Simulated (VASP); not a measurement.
# WC (Fm-3m) in VASP: notebook

The runs below take WC through single point, with r2SCAN.

Program: VASP 6.6.1. These are calculated values, not measurements. Logs are shortened: lines on timing, memory, paths and dates and some standing lists are left out, and cuts for length are marked.

### 1 The cell of the first run

Symmetry: Fm-3m, No. 225, cubic system. The conventional cell has a = 4.385 Å, b = 4.385 Å, c = 4.385 Å, α = 90.00°, β = 90.00°, γ = 90.00°. W (site symmetry m-3m) has 6 C at 2.19 Å within 2.9 Å. C (site symmetry m-3m) has 6 W at 2.19 Å within 2.9 Å.

### 2 Single point, r2SCAN

File POSCAR:

```
WC
1.0
    0.0000000000      2.1926840000      2.1926840000
    2.1926840000      0.0000000000      2.1926840000
    2.1926840000      2.1926840000      0.0000000000
W C
1 1
Direct
    0.0000000000      0.0000000000      0.0000000000
    0.5000000000      0.5000000000      0.5000000000
```

File INCAR.step1:

```
ALGO = Normal
EDIFF = 1E-4
ENCUT = 520
GGA = PE
ISMEAR = -1
LASPH = True
LCHARG = False
LREAL = False
LWAVE = True
NBANDS = 16
NELM = 100
PREC = Accurate
SIGMA = 0.1
```

File INCAR.step2:

```
ALGO = Normal
EDIFF = 1E-6
ENCUT = 520
ISIF = 2
ISMEAR = -1
ISTART = 1
LASPH = True
LCHARG = False
LMIXTAU = True
LREAL = False
LWAVE = False
METAGGA = R2SCAN
NBANDS = 16
NELM = 100
PREC = Accurate
SIGMA = 0.1
```

File KPOINTS:

```
k-points
0
Gamma
  12 12 12
```

Potentials or basis: VASP PAW PBE potentials, release 64 (W_sv, C).

Command:

```bash
$ cat potpaw_PBE.64/W_sv/POTCAR potpaw_PBE.64/C/POTCAR > POTCAR
$ cp INCAR.step1 INCAR
$ mpirun -np 1 vasp_std > vasp.out
$ cp INCAR.step2 INCAR
$ mpirun -np 1 vasp_std > vasp.out
```

OUTCAR:

```text
EDIFF = 1E-6
   ENCUT = 520
   ISIF = 2
   ISMEAR = -1
   ISTART = 1
   LASPH = True
   LREAL = False
   METAGGA = R2SCAN
   NELM = 100
   PREC = Accurate

 ion  position               nearest neighbor table
   1  0.000  0.000  0.000-   2 2.19   2 2.19   2 2.19   2 2.19   2 2.19   2 2.19
   2  0.500  0.500  0.500-   1 2.19   1 2.19   1 2.19   1 2.19   1 2.19   1 2.19

  LATTYP: Found a face centered cubic cell.
 ALAT       =     4.3853680000

  Lattice vectors:

 A1 = (   0.0000000000,   2.1926840000,   2.1926840000)
 A2 = (   2.1926840000,   0.0000000000,   2.1926840000)
 A3 = (   2.1926840000,   2.1926840000,   0.0000000000)

Analysis of symmetry for initial positions (statically):
=====================================================================
 Subroutine PRICEL returns:
 Original cell was already a primitive cell.

 Routine SETGRP: Setting up the symmetry group for a
 face centered cubic supercell.

 Subroutine GETGRP returns: Found 48 space group operations
 (whereof 48 operations were pure point group operations)
 out of a pool of 48 trial point group operations.

The static configuration has the point symmetry O_h .

Analysis of symmetry for dynamics (positions and initial velocities):
=====================================================================
 Subroutine PRICEL returns:
 Original cell was already a primitive cell.

 Routine SETGRP: Setting up the symmetry group for a
 face centered cubic supercell.

 Subroutine GETGRP returns: Found 48 space group operations
 (whereof 48 operations were pure point group operations)
 out of a pool of 48 trial point group operations.

The dynamic configuration has the point symmetry O_h .

 Subroutine INISYM returns: Found 48 space group operations
 (whereof 48 operations are pure point group operations),
 and found     1 'primitive' translations

----------------------------------------------------------------------------------------

                                     Primitive cell

  volume of cell :      21.0842

  direct lattice vectors                    reciprocal lattice vectors
     0.000000000  2.192684000  2.192684000    -0.228031034  0.228031034  0.228031034
     2.192684000  0.000000000  2.192684000     0.228031034 -0.228031034  0.228031034
     2.192684000  2.192684000  0.000000000     0.228031034  0.228031034 -0.228031034

  length of vectors
     3.100923451  3.100923451  3.100923451     0.394961337  0.394961337  0.394961337

[... 78 lines left out ...]
   ENCUT  =  520.0 eV  38.22 Ry    6.18 a.u.   5.77  5.77  5.77*2*pi/ulx,y,z
   NELM   =    100;   NELMIN=  2; NELMDL=  0     # of ELM steps
   EDIFF  = 0.1E-05   stopping-criterion for ELM
   LREAL  =      F    real-space projection
   EDIFFG = 0.1E-04   stopping-criterion for IOM
   NSW    =      0    number of steps for IOM
   IBRION =     -1    ionic relax: 0-MD 1-quasi-New 2-CG
   NFREE  =      0    steps in history (QN), initial steepest desc. (CG)
   ISIF   =      2    stress and relaxation
   ISYM   =      2    0-nonsym 1-usesym 2-fastsym
   POTIM  = 0.5000    time-step for ionic-motion
   TEBEG  =    0.0;   TEEND  =   0.0 temperature during run
   PSTRESS=    0.0 pullay stress
   NELECT =      18.0000    total number of electrons
   NUPDOWN=      -1.0000    fix difference up-down
   EMIN   =  10.00;   EMAX   =-10.00  energy-range for DOS
   EFERMI =   0.00;   METHOD = LEGACY
   ISMEAR =    -1;   SIGMA  =   0.10  broadening in eV -4-tet -1-fermi 0-gaus
   EFERMI_NEDOS =   21; number of points for ismear=-14 and -15
   IALGO  =     38    algorithm
   IMIX   =      4    mixing-type and parameters
     AMIX     =   0.40;   BMIX     =  1.00
     AMIX_MAG =   1.60;   BMIX_MAG =  1.00
  volume/ion in A,a.u.               =      10.54        71.14
  Fermi-wavevector in a.u.,A,eV,Ry     =   1.553029  2.934800 32.815887  2.411900
  Thomas-Fermi vector in A             =   2.657319
   LORBIT       =      0    0 simple, 1 ext, 2 COOP (PROOUT), +10 PAW based schemes
   METAGGA = R2SCAN    functional components
   LHFCALC =     F    Hartree Fock is set to
   AEXX    =    0.0000 exact exchange contribution
   IVDW    =     0    specifies the selected vdW correction
   LEPSILON=     F    determine dielectric tensor
   LRPA    =     F    only Hartree local field effects (RPA)
 non-spin polarized calculation
  energy-cutoff  :      520.00
  volume of cell :       21.08
 maximum number of plane-waves:       588
   NGX = 11   NGY = 11   NGZ = 11

 number of electron      18.0000001 magnetization

 Free energy of the ion-electron system (eV)
  ---------------------------------------------------
  ext. energy  EPLUGINS =         0.00000000
  ---------------------------------------------------
  free energy    TOTEN  =       -60.64085874 eV

  energy without entropy =      -60.61316471  energy(sigma->0) =      -60.62701172

 E-fermi :  12.3778     XC(G=0): -14.8520

 val. band max:       12.3189364486   @ k =  -0.3333   0.1667   0.0000
 cond. band min:      12.4182292145   @ k =   0.1667   0.0833   0.0000
 fundamental gap:      0.0992927659
 Fermi energy:        12.3777842622

 k-point     1 :       0.0000    0.0000    0.0000
  band No.  band energies     occupation
      1     -65.0614      2.00000
      2     -28.3956      2.00000
      3     -28.3956      2.00000
      4     -28.3956      2.00000
      5      -4.3042      2.00000
      6       9.5619      2.00000
[... 433 lines left out ...]
      3     -28.5769      2.00000
      4     -28.4867      2.00000
      5      -0.2297      2.00000
      6       3.0199      2.00000
[... 8 lines left out ...]
     15      25.2666      0.00000
     16      26.5461      0.00000

 [... further k-points ...]

------------------------ aborting loop because EDIFF is reached ----------------------------------------

  FORCE on cell =-STRESS in cart. coord.  units (eV):
  Direction    XX          YY          ZZ          XY          YZ          ZX
  --------------------------------------------------------------------------------------
  -------------------------------------------------------------------------------------
  Total       -0.4754794     -0.4754794     -0.4754794      0.0000000      0.0000000      0.0000000
  in kB      -36.1313441    -36.1313441    -36.1313441      0.0000000      0.0000000      0.0000000
  external PRESSURE =     -36.1313441 kB  Pullay stress =       0.0000000 kB

 VOLUME and BASIS-vectors are now :
 -----------------------------------------------------------------------------
  energy-cutoff  :      520.00
  volume of cell :       21.08
      direct lattice vectors                 reciprocal lattice vectors
     0.000000000  2.192684000  2.192684000    -0.228031034  0.228031034  0.228031034
     2.192684000  0.000000000  2.192684000     0.228031034 -0.228031034  0.228031034
     2.192684000  2.192684000  0.000000000     0.228031034  0.228031034 -0.228031034

 POSITION                                       TOTAL-FORCE (eV/Angst)
 -----------------------------------------------------------------------------------
      0.00000      0.00000      0.00000         0.000000      0.000000      0.000000
      2.19268      2.19268      2.19268        -0.000000     -0.000000     -0.000000
 -----------------------------------------------------------------------------------
    total drift:                                0.000000     -0.000000     -0.000000

  FREE ENERGIE OF THE ION-ELECTRON SYSTEM (eV)
  ---------------------------------------------------
  free  energy   TOTEN  =       -60.6408587360 eV

  energy  without entropy=      -60.6131647088  energy(sigma->0) =      -60.62701172
```

OUTCAR.step1:

```text
EDIFF = 1E-4
   ENCUT = 520
   GGA = PE
   ISMEAR = -1
   LASPH = True
[... 676 lines left out ...]
      0.00000      0.00000      0.00000        -0.000000     -0.000000     -0.000000
      2.19268      2.19268      2.19268         0.000000      0.000000      0.000000
 -----------------------------------------------------------------------------------
    total drift:                                0.000000     -0.000000     -0.000000

  FREE ENERGIE OF THE ION-ELECTRON SYSTEM (eV)
  ---------------------------------------------------
  free  energy   TOTEN  =       -21.5744677181 eV

  energy  without entropy=      -21.5456562634  energy(sigma->0) =      -21.56006199
```

It took 73 s on 1 thread of AMD EPYC 9R45 (Zen 5), shared host; peak memory 0.13 GiB.

Results:

* Free energy: -60.6409 eV
* Pressure: -3.6 GPa
* Band gap on the k mesh: zero (band 9 reaches 13.49 eV, above the bottom of band 10 at 10.18 eV)

Levels at points of the mesh, in eV from the Fermi level:
| k point | band 7 | band 8 | band 9 | band 10 | band 11 | band 12 |
| --- | --- | --- | --- | --- | --- | --- |
| (0.00, 0.00, 0.00) | -2.82 | -2.82 | -1.13 | -1.13 | -1.13 | -1.00 |
| (0.50, 0.00, 0.00) | -6.91 | -6.91 | 1.12 | 1.12 | 2.52 | 5.38 |
| (0.50, 0.50, 0.00) | -5.86 | -2.67 | -2.67 | 0.88 | 2.36 | 2.36 |

Caveat: the PAW data sets were made with another functional, which shifts forces and pressure a little; spin-orbit coupling is left out, which moves the levels of the heavy elements.

### 3 Single point, r2SCAN

POSCAR is that of step 2.

File INCAR.step1:

```
  PREC = Accurate
  ENCUT = 520
  ISMEAR = -1
  SIGMA = 0.05
  LREAL = False
  LASPH = True
  NELM = 100
  NBANDS = 16
  GGA = PE
  ALGO = Normal
  EDIFF = 1E-4
  LWAVE = True
  LCHARG = False
```

File INCAR.step2:

```
  PREC = Accurate
  ENCUT = 520
  EDIFF = 1E-6
  ISMEAR = -1
  SIGMA = 0.05
  LREAL = False
  LASPH = True
  NELM = 100
  ALGO = Normal
  ISIF = 2
  LWAVE = False
  LCHARG = True
  METAGGA = R2SCAN
  LMIXTAU = True
  LELF = True
  LVHAR = True
  NBANDS = 16
  ISTART = 1
```

File KPOINTS:

```
regular mesh
0
Gamma
  12 12 12
```

Potentials or basis: VASP PAW PBE potentials, release 64 (W_sv, C).

Command:

```bash
$ cat potpaw_PBE.64/W_sv/POTCAR potpaw_PBE.64/C/POTCAR > POTCAR
$ cp INCAR.step1 INCAR
$ mpirun -np 1 vasp_std > vasp.out
$ cp INCAR.step2 INCAR
$ mpirun -np 1 vasp_std > vasp.out
```

Wall time 73 s (1 thread of AMD EPYC 9R45 (Zen 5), shared host); peak memory 0.13 GiB.

Results (log left out):

```yaml
Free_energy: -60.6317 eV
Pressure: -3.8 GPa
Band_gap_on_the_k_mesh: zero (band 9 reaches 13.49 eV, above the bottom of band 10 at 10.18 eV)
```

Levels at points of the mesh, in eV from the Fermi level:
| k point | band 6 | band 7 | band 8 | band 9 | band 10 | band 11 | band 12 | band 13 |
| --- | --- | --- | --- | --- | --- | --- | --- | --- |
| (0.00, 0.00, 0.00) | -2.82 | -2.82 | -2.82 | -1.13 | -1.13 | -1.13 | -1.00 | -1.00 |
| (0.50, 0.00, 0.00) | -10.17 | -6.91 | -6.91 | 1.12 | 1.12 | 2.52 | 5.39 | 9.21 |
| (0.50, 0.50, 0.00) | -5.88 | -5.86 | -2.67 | -2.67 | 0.88 | 2.36 | 2.36 | 5.74 |

Caveat: the PAW data sets were made with another functional, which shifts forces and pressure a little; spin-orbit coupling is left out, which moves the levels of the heavy elements.

### 4 Single point, r2SCAN

POSCAR is that of step 3.

File INCAR.step1:

```
SYSTEM = WC
ALGO = Normal
EDIFF = 1E-4
ENCUT = 520
GGA = PE
ISMEAR = -1
LASPH = .True.
LCHARG = .False.
LREAL = .False.
LWAVE = .True.
NBANDS = 16
NELM = 80
PREC = Accurate
SIGMA = 0.025
```

File INCAR.step2:

```
SYSTEM = WC
ALGO = Normal
EDIFF = 1E-7
ENCUT = 520
ISIF = 2
ISMEAR = -1
ISTART = 1
LASPH = .True.
LCHARG = .False.
LMIXTAU = .True.
LREAL = .False.
LWAVE = .False.
METAGGA = R2SCAN
NBANDS = 16
NELM = 80
PREC = Accurate
SIGMA = 0.025
```

File KPOINTS:

```
k-points
0
Gamma
  12 12 12
  0 0 0
```

Command:

```bash
$ cat potpaw_PBE.64/W_sv/POTCAR potpaw_PBE.64/C/POTCAR > POTCAR
$ cp INCAR.step1 INCAR
$ mpirun -np 1 vasp_std > vasp.out
$ cp INCAR.step2 INCAR
$ mpirun -np 1 vasp_std > vasp.out
```

Run time: 83 s. Hardware: 1 thread of AMD EPYC 9R45 (Zen 5), shared host; peak memory 0.13 GiB.

Results (log left out):

```
Free energy            : -60.6301 eV
Pressure               : -3.8 GPa
Band gap on the k mesh : zero (band 9 reaches 13.49 eV, above the bottom of band 10 at 10.18 eV)
```

Levels at points of the mesh, in eV from the Fermi level:
```tsv
k point	band 7	band 8	band 9	band 10	band 11	band 12
(0.00, 0.00, 0.00)	-2.82	-2.82	-1.14	-1.14	-1.14	-1.00
(0.50, 0.00, 0.00)	-6.92	-6.92	1.11	1.11	2.51	5.38
(0.50, 0.50, 0.00)	-5.87	-2.68	-2.68	0.87	2.36	2.36
```

Caveat: the PAW data sets were made with another functional, which shifts forces and pressure a little; spin-orbit coupling is left out, which moves the levels of the heavy elements.

### 5 Summary

```csv
smearing,gap on the mesh (eV),pressure (GPa)
fermi-dirac 0.1 eV,none,-3.6
fermi-dirac 0.05 eV,none,-3.8
fermi-dirac 0.025 eV,none,-3.8
```

Alike in all rows: task single point; level r2SCAN; potentials or basis VASP PAW PBE potentials, release 64 (W_sv, C); no spin polarisation; cell as given; k mesh 12 × 12 × 12; cutoff (eV) 520.

Every run on the cell as given and a fine mesh finds a metal.

Caveats: the PAW data sets were made with another functional, which shifts forces and pressure a little; spin-orbit coupling is left out, which moves the levels of the heavy elements.

Absolute energies hang on the potentials; compare differences alone.
